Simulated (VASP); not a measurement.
# Mn (Fd-3m) in VASP: relaxation of cell and atoms with BLYP

Aim: the relaxation of cell and atoms of Mn with BLYP.

Program: VASP 6.6.1. These are calculated values, not measurements. Logs are shortened: lines on timing, memory, paths and dates and some standing lists are left out, and cuts for length are marked.

### Step 1. The cell of the first run

Symmetry: Fd-3m, No. 227, cubic system. The conventional cell has a = 5.025 Å, b = 5.025 Å, c = 5.025 Å, α = 90.00°, β = 90.00°, γ = 90.00°. Mn (site symmetry -43m) has 4 Mn at 2.18 Å within 2.9 Å.

This isn't the form of Mn at room conditions, which is a 58-atom cubic cell.

### Step 2. Relaxation of cell and atoms, BLYP, collinear spin, antiferromagnetic start

Input file INCAR:

```
SYSTEM = Mn
  AGGAC = 1.0
  AGGAX = 1.0
  ALDAC = 0.0
  ALDAX = 1.0
  ALGO = Normal
  EDIFF = 1E-7
  EDIFFG = -0.01
  ENCUT = 680
  GGA = B5
  GGA_COMPAT = .FALSE.
  IBRION = 2
  ISIF = 3
  ISMEAR = -1
  ISPIN = 2
  LASPH = .TRUE.
  LCHARG = .FALSE.
  LMAXMIX = 4
  LORBIT = 11
  LREAL = .FALSE.
  LWAVE = .FALSE.
  MAGMOM = 3 -3
  NELM = 200
  NELMIN = 4
  NSW = 80
  PREC = Accurate
  SIGMA = 0.05
```

Input file KPOINTS:

```
k-points
0
G
  11 11 11
  0 0 0
```

Input file POSCAR:

```
Mn
1.0
    0.0000000000      2.5125686141      2.5125686141
    2.5125686141      0.0000000000      2.5125686141
    2.5125686141      2.5125686141      0.0000000000
Mn
2
Direct
    0.1250000000      0.1250000000      0.1250000000
    0.8750000000      0.8750000000      0.8750000000
```

Potentials or basis: VASP PAW PBE potentials, release 64 (Mn_sv).

Run with:

```sh
$ cat potpaw_PBE.64/Mn_sv/POTCAR > POTCAR
$ mpirun -np 1 vasp_std > vasp.out
```

OUTCAR:

```text
SYSTEM = Mn
   EDIFF = 1E-7
   EDIFFG = -0.01
   ENCUT = 680
   GGA = B5
   IBRION = 2
   ISIF = 3
   ISMEAR = -1
   ISPIN = 2
   LASPH = .TRUE.
   LORBIT = 11
   LREAL = .FALSE.
   NELM = 200
   NELMIN = 4
   NSW = 80
   PREC = Accurate

 ion  position               nearest neighbor table
   1  0.125  0.125  0.125-   2 2.18   2 2.18   2 2.18   2 2.18
   2  0.875  0.875  0.875-   1 2.18   1 2.18   1 2.18   1 2.18

  LATTYP: Found a face centered cubic cell.
 ALAT       =     5.0251372282

  Lattice vectors:

 A1 = (   0.0000000000,   2.5125686141,   2.5125686141)
 A2 = (   2.5125686141,   0.0000000000,   2.5125686141)
 A3 = (   2.5125686141,   2.5125686141,   0.0000000000)

Analysis of symmetry for initial positions (statically):
=====================================================================
 Subroutine PRICEL returns:
 Original cell was already a primitive cell.

 Routine SETGRP: Setting up the symmetry group for a
 face centered cubic supercell.

 Subroutine GETGRP returns: Found 48 space group operations
 (whereof 12 operations were pure point group operations)
 out of a pool of 48 trial point group operations.

The static configuration has the point symmetry D_3d.
 The point group associated with its full space group is O_h .

Analysis of symmetry for dynamics (positions and initial velocities):
=====================================================================
 Subroutine PRICEL returns:
 Original cell was already a primitive cell.

 Routine SETGRP: Setting up the symmetry group for a
 face centered cubic supercell.

 Subroutine GETGRP returns: Found 48 space group operations
 (whereof 12 operations were pure point group operations)
 out of a pool of 48 trial point group operations.

The dynamic configuration has the point symmetry D_3d.
 The point group associated with its full space group is O_h .

Analysis of structural, dynamic, and magnetic symmetry:
=====================================================================
 Subroutine PRICEL returns:
 Original cell was already a primitive cell.

 Routine SETGRP: Setting up the symmetry group for a
 face centered cubic supercell.

 Subroutine GETGRP returns: Found 48 space group operations
 (whereof 12 operations were pure point group operations)
 out of a pool of 48 trial point group operations.

The overall configuration has the point symmetry D_3d.
 The point group associated with its full space group is O_h .
[... 108 lines left out ...]
   TEBEG  =    0.0;   TEEND  =   0.0 temperature during run
   PSTRESS=    0.0 pullay stress
   NELECT =      30.0000    total number of electrons
   NUPDOWN=      -1.0000    fix difference up-down
   EMIN   =  10.00;   EMAX   =-10.00  energy-range for DOS
   EFERMI =   0.00;   METHOD = LEGACY
   ISMEAR =    -1;   SIGMA  =   0.05  broadening in eV -4-tet -1-fermi 0-gaus
   EFERMI_NEDOS =   21; number of points for ismear=-14 and -15
   IALGO  =     38    algorithm
   IMIX   =      4    mixing-type and parameters
     AMIX     =   0.40;   BMIX     =  1.00
     AMIX_MAG =   1.60;   BMIX_MAG =  1.00
  volume/ion in A,a.u.               =      15.86       107.04
  Fermi-wavevector in a.u.,A,eV,Ry     =   1.606894  3.036590 35.131731  2.582109
  Thomas-Fermi vector in A             =   2.703009
   LORBIT       =     11    0 simple, 1 ext, 2 COOP (PROOUT), +10 PAW based schemes
   GGA     = B5    functional components
   LHFCALC =     F    Hartree Fock is set to
   AEXX    =    0.0000 exact exchange contribution
   IVDW    =     0    specifies the selected vdW correction
   LEPSILON=     F    determine dielectric tensor
   LRPA    =     F    only Hartree local field effects (RPA)
 conjugate gradient relaxation of ions
 spin polarized calculation
  energy-cutoff  :      680.00
  volume of cell :       31.72
 maximum number of plane-waves:      1303
   NGX = 15   NGY = 15   NGZ = 15

--------------------------------------- Ionic step        1  -------------------------------------------

 number of electron      29.9999994 magnetization      -0.0000000

 number of electron      29.9999994 magnetization       0.0000000

 Free energy of the ion-electron system (eV)
  ---------------------------------------------------
  ext. energy  EPLUGINS =         0.00000000
  ---------------------------------------------------
  free energy    TOTEN  =       -13.94469899 eV

  energy without entropy =      -13.93914769  energy(sigma->0) =      -13.94192334

------------------------ aborting loop because EDIFF is reached ----------------------------------------

  FORCE on cell =-STRESS in cart. coord.  units (eV):
  Direction    XX          YY          ZZ          XY          YZ          ZX
  --------------------------------------------------------------------------------------
  -------------------------------------------------------------------------------------
  Total        1.3335078      1.3335078      1.3335078     -0.0000000      0.0000000      0.0000000
  in kB       67.3476370     67.3476370     67.3476370     -0.0000000      0.0000000      0.0000000
  external PRESSURE =      67.3476370 kB  Pullay stress =       0.0000000 kB
[... 63 lines left out ...]
 number of electron      30.0000007 magnetization       0.0000000

 number of electron      30.0000007 magnetization      -0.0000000

 Free energy of the ion-electron system (eV)
  ---------------------------------------------------
  ext. energy  EPLUGINS =         0.00000000
  ---------------------------------------------------
  free energy    TOTEN  =       -14.00162228 eV

  energy without entropy =      -13.99628447  energy(sigma->0) =      -13.99895338

 E-fermi :   7.9036     XC(G=0): -10.4620

 val. band max:        7.8756432732   @ k =   0.0909   0.0909   0.0000
 cond. band min:       7.9550913994   @ k =   0.0909   0.0000   0.0000
 fundamental gap:      0.0794481262
 Fermi energy:         7.9035587773

 spin component 1

 k-point     1 :       0.0000    0.0000    0.0000
  band No.  band energies     occupation
      1     -72.0449      1.00000
      2     -69.7221      1.00000
      3     -41.0214      1.00000
      4     -41.0214      1.00000
      5     -41.0214      1.00000
      6     -38.7306      1.00000
[... 517 lines left out ...]
     18       9.3132      0.00000
     19       9.6766      0.00000

 [... further k-points ...]

 spin component 2

 k-point     1 :       0.0000    0.0000    0.0000
  band No.  band energies     occupation
      1     -72.0449      1.00000
      2     -69.7221      1.00000
      3     -41.0214      1.00000
      4     -41.0214      1.00000
      5     -41.0214      1.00000
      6     -38.7306      1.00000
[... 548 lines left out ...]
  FREE ENERGIE OF THE ION-ELECTRON SYSTEM (eV)
  ---------------------------------------------------
  free  energy   TOTEN  =       -14.0016222845 eV

  energy  without entropy=      -13.9962844668  energy(sigma->0) =      -13.99895338

 reached required accuracy - stopping structural energy minimisation

 total charge

# of ion       s       p       d       tot
------------------------------------------
    1        2.286   6.014   4.788  13.089
    2        2.286   6.014   4.788  13.089
--------------------------------------------------
tot          4.573  12.029   9.576  26.177

 magnetization (x)

# of ion       s       p       d       tot
------------------------------------------
    1        0.039  -0.002   2.035   2.072
    2       -0.039   0.002  -2.035  -2.072
--------------------------------------------------
tot          0.000   0.000   0.000   0.000
```

Wall time 6.2 min (1 thread of Intel Xeon Platinum 8488C (Sapphire Rapids), shared host); peak memory 0.23 GiB.

What came out:

* Free energy: -14.0016 eV
* Relaxed volume: 17.34 Å³/atom
* Relaxed cell: a = 3.660 Å, b = 3.660 Å, c = 3.660 Å, α = 60.00°, β = 60.00°, γ = 60.00°
* Space group after relaxing (to 0.1 Å): Fd-3m (No. 227)
* Energy gained by relaxing: 28.5 meV/atom
* Ionic steps: 3
* Pressure after relaxing: 0.0 GPa
* Band gap on the k mesh: zero (filled and empty bands overlap)
* Net moment: 0.00 μB per cell
* Site moments: Mn +2.07, -2.07 μB
* Valence electrons inside the program's atomic spheres: Mn 13.09

The path:
```tsv
step	energy change (eV)	largest force (eV/Å)	pressure (GPa)	volume (Å³)
1	0.0000	0.0000	6.73	31.72
2	-0.0567	0.0000	-0.35	34.88
3	-0.0569	0.0000	-0.02	34.68
```

Final structure:
```cif
data_structure
_symmetry_space_group_name_H-M 'P 1'
_symmetry_Int_Tables_number 1
_cell_length_a 3.6603
_cell_length_b 3.6603
_cell_length_c 3.6603
_cell_angle_alpha 60.000
_cell_angle_beta 60.000
_cell_angle_gamma 60.000
_cell_volume 34.68
loop_
_atom_site_label
_atom_site_type_symbol
_atom_site_fract_x
_atom_site_fract_y
_atom_site_fract_z
_atom_site_occupancy
Mn1 Mn 0.12500 0.12500 0.12500 1
Mn2 Mn 0.87500 0.87500 0.87500 1
```

Levels at points of the mesh, in eV from the Fermi level:
Spin up:
```tsv
k point	band 11	band 12	band 13	band 14	band 15	band 16	band 17	band 18	band 19
(0.00, 0.00, 0.00)	-2.50	-2.31	-2.31	-2.31	0.14	0.14	0.14	1.71	1.71
```
Spin down:
```tsv
k point	band 12	band 13	band 14	band 15	band 16	band 17	band 18	band 19
(0.00, 0.00, 0.00)	-2.31	-2.31	-2.31	0.14	0.14	0.14	1.71	1.71
```

Caveat: the antiferromagnetic order is the one typed at the start, and another may lie lower; the PAW data sets were made with another functional, which shifts forces and pressure a little.

The gap in the log of VASP goes by the Fermi energy; the results here count the filled bands.